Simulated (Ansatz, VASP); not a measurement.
Given: the input of a run of Ansatz 0.2.0 on TePb.

input.yaml

```yaml
crystal:
  lattice:
    - [0.0, 3.2735180337, 3.2735180337]
    - [3.2735180337, 0.0, 3.2735180337]
    - [3.2735180337, 3.2735180337, 0.0]
  atoms:
    - { symbol: Pb, position: [0.0, 0.0, 0.0] }
    - { symbol: Te, position: [0.5, 0.5, 0.5] }
hamiltonian:
  xc: blyp
  pseudopotentials: { kind: paw }
  dispersion: d3bj
kpoints:
  mp_grid: { grid: [7, 7, 7] }
scf:
  occupations: { method: fermi_dirac, width: 0.05 }
output:
  forces: true
  stress: true
  eigenvalues: true
```

Potentials or basis: Ansatz PAW.

Command:

```bash
$ ansatz run input.yaml --threads 2 --pin off --max-ram 5120MiB --backend cpu --events-out ev --progress --plain --runs-dir out
```

Q: Translate it to VASP 6.6.1. Potentials there: VASP PAW PBE potentials, release 64 (Pb_d, Te).

A: As run (the cutoff follows the program's own potentials):

File INCAR:

```
SYSTEM = TePb
PREC = Accurate
ENCUT = 520
EDIFF = 1E-6
ISMEAR = -1
SIGMA = 0.05
LREAL = .False.
LASPH = .True.
NELM = 80
ALGO = Normal
ISIF = 2
LWAVE = .False.
LCHARG = .True.
GGA = B5
ALDAX = 1.0
AGGAX = 1.0
AGGAC = 1.0
ALDAC = 0.0
IVDW = 12
VDW_S6 = 1.0
VDW_S8 = 2.6996
VDW_A1 = 0.4298
VDW_A2 = 4.2359
LELF = .True.
LVHAR = .True.
NBANDS = 17
```

Contents of KPOINTS:

```
Automatic mesh
0
Gamma
  7 7 7
  0 0 0
```

File POSCAR:

```
TePb
1.0
    0.0000000000      3.2735180337      3.2735180337
    3.2735180337      0.0000000000      3.2735180337
    3.2735180337      3.2735180337      0.0000000000
Pb Te
1 1
Direct
    0.0000000000      0.0000000000      0.0000000000
    0.5000000000      0.5000000000      0.5000000000
```

Potentials or basis: VASP PAW PBE potentials, release 64 (Pb_d, Te).

Launch:

```sh
$ cat potpaw_PBE.64/Pb_d/POTCAR potpaw_PBE.64/Te/POTCAR > POTCAR
$ mpirun -np 1 vasp_std > vasp.out
```

Both were run:

|  | VASP | Ansatz | Ansatz less VASP |
| --- | --- | --- | --- |
| pressure (GPa) | -0.7 | -0.9 | -0.12 |

VASP's potentials were made for PBE, not for BLYP. VASP's potentials hold 20 valence electrons a cell and Ansatz's 30, so a difference there can come from the potentials and not from the codes.

Neither program's run includes spin-orbit coupling.
